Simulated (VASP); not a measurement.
# Sb (P6_3/mmc) in VASP: further runs

The runs below take Sb through single point, with LDA.

Program: VASP 6.6.1. These are calculated values, not measurements. Logs are shortened: lines on timing, memory, paths and dates and some standing lists are left out, and cuts for length are marked.

## Step 1: The cell of the first run

The structure is hexagonal, space group P6_3/mmc (No. 194). Conventional cell: a = 3.339 Å, b = 3.339 Å, c = 5.521 Å, α = 90.00°, β = 90.00°, γ = 120.00°. Within 4.4 Å of Sb (site symmetry -6m2) lie 12 Sb at 3.34 to 3.37 Å.

## Step 2: Single point, LDA (volume scaled by 1.04)

File INCAR:

```
SYSTEM = Sb
  PREC = Accurate
  ENCUT = 520
  EDIFF = 1E-6
  ISMEAR = -1
  SIGMA = 0.1
  LREAL = .FALSE.
  LASPH = .TRUE.
  NELM = 80
  ALGO = Normal
  ISIF = 2
  LWAVE = .FALSE.
  LCHARG = .FALSE.
  NBANDS = 12
```

File KPOINTS:

```
regular mesh
0
G
  12 12 7
  0 0 0
```

File POSCAR:

```
Sb
1.0
    3.3391092486      0.0000000000      0.0000000000
   -1.6695546243      2.8917534353      0.0000000000
    0.0000000000      0.0000000000      5.5206256899
Sb
2
Direct
    0.3333333333      0.6666666667      0.2500000000
    0.6666666667      0.3333333333      0.7500000000
```

Potentials or basis: VASP PAW LDA potentials, release 64 (Sb).

Run with:

```
> cat potpaw_LDA.64/Sb/POTCAR > POTCAR
> mpirun -np 1 vasp_std > vasp.out
```

OUTCAR:

```text
SYSTEM = Sb
   PREC = Accurate
   ENCUT = 520
   EDIFF = 1E-6
   ISMEAR = -1
   LREAL = .FALSE.
   LASPH = .TRUE.
   NELM = 80
   ISIF = 2

 ion  position               nearest neighbor table
   1  0.333  0.667  0.250-   2 3.37   2 3.37   2 3.37   2 3.37   2 3.37   2 3.37
   2  0.667  0.333  0.750-   1 3.37   1 3.37   1 3.37   1 3.37   1 3.37   1 3.37

  LATTYP: Found a hexagonal cell.
 ALAT       =     3.3391092486
 C/A-ratio  =     1.6533228711

  Lattice vectors:

 A1 = (   3.3391092486,   0.0000000000,   0.0000000000)
 A2 = (  -1.6695546243,   2.8917534353,   0.0000000000)
 A3 = (   0.0000000000,   0.0000000000,   5.5206256899)

Analysis of symmetry for initial positions (statically):
=====================================================================
 Subroutine PRICEL returns:
 Original cell was already a primitive cell.

 Routine SETGRP: Setting up the symmetry group for a
 hexagonal supercell.

 Subroutine GETGRP returns: Found 24 space group operations
 (whereof 12 operations were pure point group operations)
 out of a pool of 24 trial point group operations.

The static configuration has the point symmetry D_3d.
 The point group associated with its full space group is D_6h.

Analysis of symmetry for dynamics (positions and initial velocities):
=====================================================================
 Subroutine PRICEL returns:
 Original cell was already a primitive cell.

 Routine SETGRP: Setting up the symmetry group for a
 hexagonal supercell.

 Subroutine GETGRP returns: Found 24 space group operations
 (whereof 12 operations were pure point group operations)
 out of a pool of 24 trial point group operations.

The dynamic configuration has the point symmetry D_3d.
 The point group associated with its full space group is D_6h.

 Subroutine INISYM returns: Found 24 space group operations
 (whereof 12 operations are pure point group operations),
 and found     1 'primitive' translations

----------------------------------------------------------------------------------------

                                     Primitive cell

  volume of cell :      53.3065

  direct lattice vectors                    reciprocal lattice vectors
     3.339109249  0.000000000  0.000000000     0.299481067  0.172905475  0.000000000
    -1.669554624  2.891753435  0.000000000     0.000000000  0.345810949  0.000000000
     0.000000000  0.000000000  5.520625690     0.000000000  0.000000000  0.181138888

  length of vectors
     3.339109249  3.339109249  5.520625690     0.345810949  0.345810949  0.181138888

  position of ions in fractional coordinates (direct lattice)
     0.333333333  0.666666667  0.250000000
     0.666666667  0.333333333  0.750000000

  ion indices of the primitive-cell ions
   primitive index   ion index
                 1           1
                 2           2

----------------------------------------------------------------------------------------

 KPOINTS: regular mesh

Automatic generation of k-mesh.
 Grid dimensions read from file:
 generate k-points for:   12   12    7

 Generating k-lattice:

  Cartesian coordinates                     Fractional coordinates (reciprocal lattice)
     0.024956756  0.014408790  0.000000000     0.083333333  0.000000000  0.000000000
     0.000000000  0.028817579  0.000000000     0.000000000  0.083333333  0.000000000
     0.000000000  0.000000000  0.025876984     0.000000000  0.000000000  0.142857143

  Length of vectors
     0.028817579  0.028817579  0.025876984

  Shift w.r.t. Gamma in fractional coordinates (k-lattice)
     0.000000000  0.000000000  0.000000000

 Subroutine IBZKPT returns following result:
 ===========================================

 Found     76 irreducible k-points:

 Following reciprocal coordinates:
            Coordinates               Weight
  0.000000  0.000000  0.000000      1.000000
  0.083333  0.000000  0.000000      6.000000
  0.166667  0.000000  0.000000      6.000000
  0.250000  0.000000  0.000000      6.000000
  0.333333  0.000000  0.000000      6.000000
  0.416667  0.000000  0.000000      6.000000
[... 16 lines left out ...]
  0.250000  0.000000  0.142857     12.000000
  0.333333  0.000000  0.142857     12.000000
 [... further k-points ...]
   k-points           NKPTS =     76   k-points in BZ     NKDIM =     76   number of bands    NBANDS=     12
   number of dos      NEDOS =    301   number of ions     NIONS =      2
   total plane-waves  NPLWV =  32928
   dimension x,y,z NGX =    28 NGY =   28 NGZ =   42
   dimension x,y,z NGXF=    56 NGYF=   56 NGZF=   84
   ions per type =               2
   NGX,Y,Z   is equivalent  to a cutoff of  13.94, 13.94, 12.65 a.u.
   NGXF,Y,Z  is equivalent  to a cutoff of  27.88, 27.88, 25.30 a.u.
 SYSTEM =  Sb
   PREC   = accura    normal or accurate (medium, high low for compatibility)
   ISTART =      0    job   : 0-new  1-cont  2-samecut
   ICHARG =      2    charge: 1-file 2-atom 10-const
   ISPIN  =      1    spin polarized calculation?
   LNONCOLLINEAR =      F non collinear calculations
   LSORBIT =      F    spin-orbit coupling
   LASPH  =      T    aspherical Exc in radial PAW
   ENCUT  =  520.0 eV  38.22 Ry    6.18 a.u.   6.21  6.21 10.26*2*pi/ulx,y,z
   NELM   =     80;   NELMIN=  2; NELMDL= -5     # of ELM steps
   EDIFF  = 0.1E-05   stopping-criterion for ELM
   LREAL  =      F    real-space projection
   EDIFFG = 0.1E-04   stopping-criterion for IOM
   NSW    =      0    number of steps for IOM
   IBRION =     -1    ionic relax: 0-MD 1-quasi-New 2-CG
   NFREE  =      0    steps in history (QN), initial steepest desc. (CG)
   ISIF   =      2    stress and relaxation
   ISYM   =      2    0-nonsym 1-usesym 2-fastsym
   POTIM  = 0.5000    time-step for ionic-motion
   TEBEG  =    0.0;   TEEND  =   0.0 temperature during run
   PSTRESS=    0.0 pullay stress
   NELECT =      10.0000    total number of electrons
   NUPDOWN=      -1.0000    fix difference up-down
   EMIN   =  10.00;   EMAX   =-10.00  energy-range for DOS
   EFERMI =   0.00;   METHOD = LEGACY
   ISMEAR =    -1;   SIGMA  =   0.10  broadening in eV -4-tet -1-fermi 0-gaus
   EFERMI_NEDOS =   21; number of points for ismear=-14 and -15
   IALGO  =     38    algorithm
   IMIX   =      4    mixing-type and parameters
     AMIX     =   0.40;   BMIX     =  1.00
     AMIX_MAG =   1.60;   BMIX_MAG =  1.00
  volume/ion in A,a.u.               =      26.65       179.87
  Fermi-wavevector in a.u.,A,eV,Ry     =   0.937162  1.770980 11.949630  0.878273
  Thomas-Fermi vector in A             =   2.064245
   LORBIT       =      0    0 simple, 1 ext, 2 COOP (PROOUT), +10 PAW based schemes
   GGA     = CA    functional components
   LHFCALC =     F    Hartree Fock is set to
   AEXX    =    0.0000 exact exchange contribution
   IVDW    =     0    specifies the selected vdW correction
   LEPSILON=     F    determine dielectric tensor
   LRPA    =     F    only Hartree local field effects (RPA)
 non-spin polarized calculation
  energy-cutoff  :      520.00
  volume of cell :       53.31
 maximum number of plane-waves:      1460
 NGX is ok and might be reduce to    28
   NGX = 13   NGY = 13   NGZ = 21

 number of electron      10.0000000 magnetization

 Free energy of the ion-electron system (eV)
  ---------------------------------------------------
  ext. energy  EPLUGINS =         0.00000000
  ---------------------------------------------------
  free energy    TOTEN  =        -9.14784917 eV

  energy without entropy =       -9.10146297  energy(sigma->0) =       -9.12465607

 E-fermi :   8.5511     XC(G=0): -10.4146

 val. band max:        8.5372039267   @ k =   0.2500   0.0000   0.2857
 cond. band min:       8.5785331076   @ k =   0.3333   0.2500   0.0000
 fundamental gap:      0.0413291809
 Fermi energy:         8.5511003095

 k-point     1 :       0.0000    0.0000    0.0000
  band No.  band energies     occupation
      1      -4.4779      2.00000
      2      -0.8137      2.00000
      3       2.6656      2.00000
      4      12.2382      0.00000
      5      12.2382      0.00000
      6      13.7377      0.00000
      7      13.8127      0.00000
      8      13.8127      0.00000
      9      16.4109      0.00000
     10      17.4776      0.00000
     11      18.3942      0.00000
     12      18.3942      0.00000

 k-point     2 :       0.0833    0.0000    0.0000
  band No.  band energies     occupation
      1      -4.3537      2.00000
      2      -0.7038      2.00000
      3       2.7953      2.00000
      4      11.0269      0.00000
      5      11.7767      0.00000
      6      13.1449      0.00000
      7      13.6380      0.00000
      8      13.8895      0.00000
      9      16.6171      0.00000
     10      17.4236      0.00000
     11      18.4553      0.00000
     12      18.4707      0.00000

 k-point     3 :       0.1667    0.0000    0.0000
  band No.  band energies     occupation
      1      -3.9826      2.00000
      2      -0.3817      2.00000
      3       3.1813      2.00000
      4       8.8824      0.07026
      5      10.9360      0.00000
      6      11.5878      0.00000
      7      13.1789      0.00000
      8      13.6590      0.00000
      9      15.3476      0.00000
     10      17.4398      0.00000
     11      18.2335      0.00000
     12      18.6738      0.00000

 k-point     4 :       0.2500    0.0000    0.0000
  band No.  band energies     occupation
      1      -3.3708      2.00000
      2       0.1193      2.00000
      3       3.8122      2.00000
      4       6.7439      2.00000
      5       9.7250      0.00002
      6      10.1388      0.00000
      7      12.1164      0.00000
      8      13.1394      0.00000
      9      14.3120      0.00000
     10      16.6725      0.00000
     11      17.7907      0.00000
     12      18.4017      0.00000

 k-point     5 :       0.3333    0.0000    0.0000
  band No.  band energies     occupation
      1      -2.5370      2.00000
      2       0.6731      2.00000
      3       4.6607      2.00000
      4       4.9429      2.00000
      5       7.8702      1.99780
      6       9.5180      0.00013
      7      10.6588      0.00000
      8      12.6262      0.00000
      9      13.6248      0.00000
     10      16.3076      0.00000
     11      17.3780      0.00000
     12      17.9565      0.00000
[... 228 lines left out ...]
      1      -4.2541      2.00000
      2      -1.1437      2.00000
      3       3.4374      2.00000
      4      11.1119      0.00000
      5      11.8594      0.00000
      6      12.6159      0.00000
      7      13.1038      0.00000
      8      13.7563      0.00000
      9      16.5579      0.00000
     10      17.4989      0.00000
     11      18.0935      0.00000
     12      18.2983      0.00000

 k-point    22 :       0.1667    0.0000    0.1429
  band No.  band energies     occupation
      1      -3.8834      2.00000
      2      -0.8076      2.00000
      3       3.8000      2.00000
      4       8.9827      0.02635
      5      11.0292      0.00000
      6      11.2568      0.00000
      7      12.6713      0.00000
      8      13.4400      0.00000
      9      15.3492      0.00000
     10      17.1427      0.00000
     11      17.6336      0.00000
     12      18.9235      0.00000

 k-point    23 :       0.2500    0.0000    0.1429
  band No.  band energies     occupation
      1      -3.2725      2.00000
      2      -0.2755      2.00000
      3       4.3581      2.00000
      4       6.8851      2.00000
      5       9.3364      0.00078
      6      10.2377      0.00000
      7      12.1010      0.00000
      8      12.8809      0.00000
      9      14.4309      0.00000
     10      16.1126      0.00000
     11      17.0805      0.00000
     12      18.7629      0.00000

 k-point    24 :       0.3333    0.0000    0.1429
  band No.  band energies     occupation
      1      -2.4408      2.00000
      2       0.3555      2.00000
      3       4.5374      2.00000
      4       5.6692      2.00000
      5       7.4478      1.99997
      6       9.6199      0.00005
      7      11.0045      0.00000
      8      12.3554      0.00000
      9      13.7540      0.00000
     10      15.6194      0.00000
     11      16.9939      0.00000
     12      18.3506      0.00000

 [... further k-points ...]
[... 5 lines left out ...]
  --------------------------------------------------------------------------------------
  -------------------------------------------------------------------------------------
  Total       -0.6703022     -0.6703022     -0.8798015     -0.0000000      0.0000000      0.0000000
  in kB      -20.1465667    -20.1465667    -26.4432660     -0.0000000      0.0000000      0.0000000
  external PRESSURE =     -22.2454665 kB  Pullay stress =       0.0000000 kB

 VOLUME and BASIS-vectors are now :
 -----------------------------------------------------------------------------
  energy-cutoff  :      520.00
  volume of cell :       53.31
      direct lattice vectors                 reciprocal lattice vectors
     3.339109249  0.000000000  0.000000000     0.299481067  0.172905475  0.000000000
    -1.669554624  2.891753435  0.000000000     0.000000000  0.345810949  0.000000000
     0.000000000  0.000000000  5.520625690     0.000000000  0.000000000  0.181138888

 POSITION                                       TOTAL-FORCE (eV/Angst)
 -----------------------------------------------------------------------------------
     -0.00000      1.92784      1.38016        -0.000000      0.000000      0.000000
      1.66955      0.96392      4.14047         0.000000     -0.000000      0.000000
 -----------------------------------------------------------------------------------
    total drift:                               -0.000000      0.000000      0.000000

  FREE ENERGIE OF THE ION-ELECTRON SYSTEM (eV)
  ---------------------------------------------------
  free  energy   TOTEN  =        -9.1478491675 eV

  energy  without entropy=       -9.1014629722  energy(sigma->0) =       -9.12465607
```

Wall time 13 s (1 thread of Intel Xeon 6975P-C (Granite Rapids), shared host); peak memory 0.17 GiB.

Results:

```yaml
Free_energy: -9.1478 eV
Pressure: -2.2 GPa
Band_gap_on_the_k_mesh: zero (band 5 reaches 12.84 eV, above the bottom of band 6 at 5.63 eV)
```

Levels at points of the mesh, in eV from the Fermi level:
| k point | band 3 | band 4 | band 5 | band 6 | band 7 | band 8 |
| --- | --- | --- | --- | --- | --- | --- |
| (0.00, 0.00, 0.00) | -5.89 | 3.69 | 3.69 | 5.19 | 5.26 | 5.26 |
| (0.50, 0.00, 0.00) | -4.44 | -3.20 | -2.28 | -0.13 | 0.45 | 3.60 |

Caveat: spin-orbit coupling is left out, which moves the levels of the heavy elements.

(Part 1 of 2 ends here.)
